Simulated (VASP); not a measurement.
# HfC (I4/mmm) in VASP: further runs, part 2 of 2

VASP 6.6.1. Earlier steps stand in the parts before.

### 5 Single point, PBE

This run uses another cell than the first one, of the same volume but with other edges.

Contents of INCAR:

```
SYSTEM = HfC
  PREC = Accurate
  ENCUT = 520
  EDIFF = 1E-7
  ISMEAR = 0
  SIGMA = 0.15
  LREAL = .False.
  LASPH = .True.
  NELM = 100
  ALGO = Normal
  ISIF = 2
  LWAVE = .False.
  LCHARG = .False.
  GGA = PE
  NBANDS = 14
```

Contents of KPOINTS:

```
regular mesh
0
Gamma
  20 20 20
  0 0 0
```

Contents of POSCAR:

```
HfC
1.0
    0.0000000000      2.1879087671      2.6254905206
    2.1879087671      0.0000000000      2.6254905206
    2.1879087671      2.1879087671      0.0000000000
Hf C
1 1
Direct
    0.5000000000      0.5000000000      0.5000000000
    0.0000000000      0.0000000000      0.0000000000
```

Potentials or basis: VASP PAW PBE potentials, release 64 (Hf_pv, C).

Run with:

```sh
$ cat potpaw_PBE.64/Hf_pv/POTCAR potpaw_PBE.64/C/POTCAR > POTCAR
$ mpirun -np 1 vasp_std > vasp.out
```

OUTCAR:

```text
SYSTEM = HfC
   PREC = Accurate
   ENCUT = 520
   EDIFF = 1E-7
   ISMEAR = 0
   LREAL = .False.
   LASPH = .True.
   NELM = 100
   ISIF = 2
   GGA = PE

 ion  position               nearest neighbor table
   1  0.500  0.500  0.500-   2 2.19   2 2.19   2 2.19   2 2.19   2 2.63   2 2.63
   2  0.000  0.000  0.000-   1 2.19   1 2.19   1 2.19   1 2.19   1 2.63   1 2.63

  LATTYP: Found a body centered tetragonal cell.
 ALAT       =     3.0941702517
 C/A-ratio  =     1.6970562749

  Lattice vectors:

 A1 = (  -2.1879087671,   0.0000000000,   2.6254905206)
 A2 = (   2.1879087671,   0.0000000000,   2.6254905206)
 A3 = (   0.0000000000,   2.1879087671,  -2.6254905206)

Analysis of symmetry for initial positions (statically):
=====================================================================
 Subroutine PRICEL returns:
 Original cell was already a primitive cell.

 Routine SETGRP: Setting up the symmetry group for a
 body centered tetragonal supercell.

 Subroutine GETGRP returns: Found 16 space group operations
 (whereof 16 operations were pure point group operations)
 out of a pool of 16 trial point group operations.

The static configuration has the point symmetry D_4h.

Analysis of symmetry for dynamics (positions and initial velocities):
=====================================================================
 Subroutine PRICEL returns:
 Original cell was already a primitive cell.

 Routine SETGRP: Setting up the symmetry group for a
 body centered tetragonal supercell.

 Subroutine GETGRP returns: Found 16 space group operations
 (whereof 16 operations were pure point group operations)
 out of a pool of 16 trial point group operations.

The dynamic configuration has the point symmetry D_4h.

 Subroutine INISYM returns: Found 16 space group operations
 (whereof 16 operations are pure point group operations),
 and found     1 'primitive' translations

----------------------------------------------------------------------------------------

                                     Primitive cell

  volume of cell :      25.1362

  direct lattice vectors                    reciprocal lattice vectors
     0.000000000  2.187908767  2.625490521    -0.228528725  0.228528725  0.190440604
     2.187908767  0.000000000  2.625490521     0.228528725 -0.228528725  0.190440604
     2.187908767  2.187908767  0.000000000     0.228528725  0.228528725 -0.190440604

  length of vectors
     3.417622748  3.417622748  3.094170252     0.375124485  0.375124485  0.375124485

  position of ions in fractional coordinates (direct lattice)
     0.500000000  0.500000000  0.500000000
     0.000000000  0.000000000  0.000000000

  ion indices of the primitive-cell ions
   primitive index   ion index
                 1           1
                 2           2

----------------------------------------------------------------------------------------

 KPOINTS: regular mesh

Automatic generation of k-mesh.
 Grid dimensions read from file:
 generate k-points for:   20   20   20

 Generating k-lattice:

  Cartesian coordinates                     Fractional coordinates (reciprocal lattice)
    -0.011426436  0.011426436  0.009522030     0.050000000  0.000000000  0.000000000
     0.011426436 -0.011426436  0.009522030     0.000000000  0.050000000  0.000000000
     0.011426436  0.011426436 -0.009522030     0.000000000  0.000000000  0.050000000

  Length of vectors
     0.018756224  0.018756224  0.018756224

  Shift w.r.t. Gamma in fractional coordinates (k-lattice)
     0.000000000  0.000000000  0.000000000

 Subroutine IBZKPT returns following result:
 ===========================================

 Found    641 irreducible k-points:

 Following reciprocal coordinates:
            Coordinates               Weight
  0.000000  0.000000  0.000000      1.000000
  0.050000  0.000000  0.000000      8.000000
  0.100000  0.000000  0.000000      8.000000
  0.150000  0.000000  0.000000      8.000000
  0.200000  0.000000  0.000000      8.000000
  0.250000  0.000000  0.000000      8.000000
[... 16 lines left out ...]
 -0.400000  0.050000  0.000000      8.000000
 -0.350000  0.050000  0.000000      8.000000
 [... further k-points ...]
   k-points           NKPTS =    641   k-points in BZ     NKDIM =    641   number of bands    NBANDS=     14
   number of dos      NEDOS =    301   number of ions     NIONS =      2
   total plane-waves  NPLWV =  18816
   dimension x,y,z NGX =    28 NGY =   28 NGZ =   24
   dimension x,y,z NGXF=    56 NGYF=   56 NGZF=   48
   ions per type =               1   1
   NGX,Y,Z   is equivalent  to a cutoff of  13.62, 13.62, 12.89 a.u.
   NGXF,Y,Z  is equivalent  to a cutoff of  27.24, 27.24, 25.79 a.u.
 SYSTEM =  HfC
   PREC   = accura    normal or accurate (medium, high low for compatibility)
   ISTART =      0    job   : 0-new  1-cont  2-samecut
   ICHARG =      2    charge: 1-file 2-atom 10-const
   ISPIN  =      1    spin polarized calculation?
   LNONCOLLINEAR =      F non collinear calculations
   LSORBIT =      F    spin-orbit coupling
   LASPH  =      T    aspherical Exc in radial PAW
   ENCUT  =  520.0 eV  38.22 Ry    6.18 a.u.   6.35  6.35  5.75*2*pi/ulx,y,z
   NELM   =    100;   NELMIN=  2; NELMDL= -5     # of ELM steps
   EDIFF  = 0.1E-06   stopping-criterion for ELM
   LREAL  =      F    real-space projection
   EDIFFG = 0.1E-05   stopping-criterion for IOM
   NSW    =      0    number of steps for IOM
   IBRION =     -1    ionic relax: 0-MD 1-quasi-New 2-CG
   NFREE  =      0    steps in history (QN), initial steepest desc. (CG)
   ISIF   =      2    stress and relaxation
   ISYM   =      2    0-nonsym 1-usesym 2-fastsym
   POTIM  = 0.5000    time-step for ionic-motion
   TEBEG  =    0.0;   TEEND  =   0.0 temperature during run
   PSTRESS=    0.0 pullay stress
   NELECT =      14.0000    total number of electrons
   NUPDOWN=      -1.0000    fix difference up-down
   EMIN   =  10.00;   EMAX   =-10.00  energy-range for DOS
   EFERMI =   0.00;   METHOD = LEGACY
   ISMEAR =     0;   SIGMA  =   0.15  broadening in eV -4-tet -1-fermi 0-gaus
   EFERMI_NEDOS =   21; number of points for ismear=-14 and -15
   IALGO  =     38    algorithm
   IMIX   =      4    mixing-type and parameters
     AMIX     =   0.40;   BMIX     =  1.00
     AMIX_MAG =   1.60;   BMIX_MAG =  1.00
  volume/ion in A,a.u.               =      12.57        84.81
  Fermi-wavevector in a.u.,A,eV,Ry     =   1.346949  2.545365 24.684672  1.814272
  Thomas-Fermi vector in A             =   2.474740
   LORBIT       =      0    0 simple, 1 ext, 2 COOP (PROOUT), +10 PAW based schemes
   GGA     = PE    functional components
   LHFCALC =     F    Hartree Fock is set to
   AEXX    =    0.0000 exact exchange contribution
   IVDW    =     0    specifies the selected vdW correction
   LEPSILON=     F    determine dielectric tensor
   LRPA    =     F    only Hartree local field effects (RPA)
 non-spin polarized calculation
 Gauss-broadening in eV      SIGMA  =   0.15
  energy-cutoff  :      520.00
  volume of cell :       25.14
 maximum number of plane-waves:       694
 NGX is ok and might be reduce to    28

 number of electron      14.0000000 magnetization

 Free energy of the ion-electron system (eV)
  ---------------------------------------------------
  ext. energy  EPLUGINS =         0.00000000
  ---------------------------------------------------
  free energy    TOTEN  =       -20.42908112 eV

  energy without entropy =      -20.42569640  energy(sigma->0) =      -20.42738876

 E-fermi :   6.0300     XC(G=0): -12.2223

 val. band max:        6.0183699751   @ k =   0.5000   0.0500   0.4500
 cond. band min:       6.0370143379   @ k =   0.4000   0.3500   0.0500
 fundamental gap:      0.0186443628
 Fermi energy:         6.0299753263

 k-point     1 :       0.0000    0.0000    0.0000
  band No.  band energies     occupation
      1     -23.7168      2.00000
      2     -23.3819      2.00000
      3     -23.3819      2.00000
      4      -6.4129      2.00000
      5       6.1903      0.13057
      6       6.4266      0.00018
      7       6.8609      0.00000
      8       7.2629      0.00000
      9       7.2629      0.00000
     10       8.2064      0.00000
     11       8.2064      0.00000
     12      10.5601      0.00000
     13      14.7486      0.00000
     14      17.2821      0.00000
[... 375 lines left out ...]
 k-point    24 :      -0.3500    0.0500    0.0000
  band No.  band energies     occupation
      1     -24.1204      2.00000
      2     -23.7752      2.00000
      3     -23.3469      2.00000
      4      -3.3515      2.00000
      5       0.9479      2.00000
      6       2.8057      2.00000
      7       3.1862      2.00000
      8       9.6867      0.00000
      9      10.3401      0.00000
     10      11.5105      0.00000
     11      12.5535      0.00000
     12      15.4350      0.00000
     13      18.6292      0.00000
     14      19.6100      0.00000

 [... further k-points ...]
[... 5 lines left out ...]
  --------------------------------------------------------------------------------------
  -------------------------------------------------------------------------------------
  Total        5.5831281      5.5831281     -4.2822525      0.0000000      0.0000000      0.0000000
  in kB      355.8683033    355.8683033   -272.9505564      0.0000000      0.0000000      0.0000000
  external PRESSURE =     146.2620167 kB  Pullay stress =       0.0000000 kB

 VOLUME and BASIS-vectors are now :
 -----------------------------------------------------------------------------
  energy-cutoff  :      520.00
  volume of cell :       25.14
      direct lattice vectors                 reciprocal lattice vectors
     0.000000000  2.187908767  2.625490521    -0.228528725  0.228528725  0.190440604
     2.187908767  0.000000000  2.625490521     0.228528725 -0.228528725  0.190440604
     2.187908767  2.187908767  0.000000000     0.228528725  0.228528725 -0.190440604

 POSITION                                       TOTAL-FORCE (eV/Angst)
 -----------------------------------------------------------------------------------
      2.18791      2.18791      2.62549         0.000000      0.000000      0.000000
      0.00000      0.00000      0.00000         0.000000     -0.000000      0.000000
 -----------------------------------------------------------------------------------
    total drift:                                0.000000      0.000000      0.000000

  FREE ENERGIE OF THE ION-ELECTRON SYSTEM (eV)
  ---------------------------------------------------
  free  energy   TOTEN  =       -20.4290811239 eV

  energy  without entropy=      -20.4256964037  energy(sigma->0) =      -20.42738876
```

Wall time 7.2 min (1 thread of AMD EPYC 7R43 (Zen 3), shared host); peak memory 0.3 GiB.

Results:

```
Free energy            : -20.4291 eV
Pressure               : 14.6 GPa
Band gap on the k mesh : zero (band 7 reaches 7.15 eV, above the bottom of band 8 at 5.38 eV)
```

Levels at points of the mesh, in eV from the Fermi level:
| k point | band 4 | band 5 | band 6 | band 7 | band 8 | band 9 | band 10 | band 11 |
| --- | --- | --- | --- | --- | --- | --- | --- | --- |
| (0.00, 0.00, 0.00) | -12.44 | 0.16 | 0.40 | 0.83 | 1.23 | 1.23 | 2.18 | 2.18 |
| (0.50, 0.00, 0.00) | -8.44 | -6.22 | -3.54 | -3.11 | 5.01 | 5.78 | 6.04 | 6.48 |
| (0.50, 0.50, 0.00) | -10.92 | -3.69 | -1.63 | 0.56 | 0.56 | 5.43 | 6.44 | 6.44 |
| (0.50, 0.00, 0.50) | -10.58 | -1.87 | -1.80 | -0.62 | -0.08 | 4.25 | 5.09 | 8.03 |

Caveat: spin-orbit coupling is left out, which moves the levels of the heavy elements.

### 6 Single point, PBE

This run uses another cell than the first one, of the same volume but with other edges.

Contents of INCAR:

```
  PREC = Accurate
  ENCUT = 520
  EDIFF = 1E-6
  ISMEAR = 0
  SIGMA = 0.15
  LREAL = F
  LASPH = T
  NELM = 80
  ALGO = Normal
  ISIF = 2
  LWAVE = F
  LCHARG = F
  GGA = PE
  NBANDS = 14
```

Contents of KPOINTS:

```
Automatic mesh
0
Gamma
  20 20 20
```

Contents of POSCAR:

```
HfC
1.0
    0.0000000000      2.5257561725      1.9700898145
    2.5257561725      0.0000000000      1.9700898145
    2.5257561725      2.5257561725      0.0000000000
Hf C
1 1
Direct
    0.5000000000      0.5000000000      0.5000000000
    0.0000000000      0.0000000000      0.0000000000
```

Potentials or basis: VASP PAW PBE potentials, release 64 (Hf_pv, C).

Run with:

```sh
$ cat potpaw_PBE.64/Hf_pv/POTCAR potpaw_PBE.64/C/POTCAR > POTCAR
$ mpirun -np 1 vasp_std > vasp.out
```

It took 5.8 min on 1 thread of AMD EPYC 7R43 (Zen 3), shared host; peak memory 0.3 GiB.

It converged, with:

```yaml
Free_energy: -19.3097 eV
Pressure: 29.2 GPa
Band_gap_on_the_k_mesh: zero (band 7 reaches 6.91 eV, above the bottom of band 8 at 4.44 eV)
```

Stress tensor (GPa, compression positive):
```
-21.86   0.00   0.00
  0.00 -21.86   0.00
  0.00   0.00 131.30
```

Levels at points of the mesh, in eV from the Fermi level:
```tsv
k point	band 3	band 4	band 5	band 6	band 7	band 8	band 9	band 10	band 11	band 12
(0.00, 0.00, 0.00)	-29.66	-12.66	0.24	0.24	0.71	0.71	0.98	1.57	2.28	3.15
(0.50, 0.00, 0.00)	-29.67	-8.26	-6.38	-3.91	-3.76	4.00	5.89	6.67	7.22	8.99
(0.50, 0.50, 0.00)	-30.07	-10.85	-2.38	-1.29	-1.29	-0.17	5.63	6.05	6.05	7.92
(0.50, 0.00, 0.50)	-29.70	-11.13	-3.54	-1.43	-0.33	1.50	3.02	5.16	6.84	7.97
```

Caveat: spin-orbit coupling is left out, which moves the levels of the heavy elements.

### 7 The runs side by side

| cell | gap on the mesh (eV) | pressure (GPa) |
| --- | --- | --- |
| a = 3.196, b = 3.196, c = 3.691 Å, angles 54.7, 54.7, 70.5°, 2 atoms | none | 52.0 |
| a = 3.587, b = 3.587, c = 2.929 Å, angles 65.9, 65.9, 48.2°, 2 atoms | none | 50.8 |
| a = 3.221, b = 3.221, c = 3.471 Å, angles 57.4, 57.4, 65.2°, 2 atoms | none | 12.2 |
| a = 3.418, b = 3.418, c = 3.094 Å, angles 63.1, 63.1, 53.8°, 2 atoms | none | 14.6 |
| a = 3.203, b = 3.203, c = 3.572 Å, angles 56.1, 56.1, 67.8°, 2 atoms | none | 29.2 |

Alike in all rows: task single point; level PBE; potentials or basis VASP PAW PBE potentials, release 64 (Hf_pv, C); no spin polarisation; k mesh 20 × 20 × 20; cutoff (eV) 520; smearing gaussian 0.15 eV.

Caveats: spin-orbit coupling is left out, which moves the levels of the heavy elements.

Absolute energies hang on the potentials; compare differences alone.
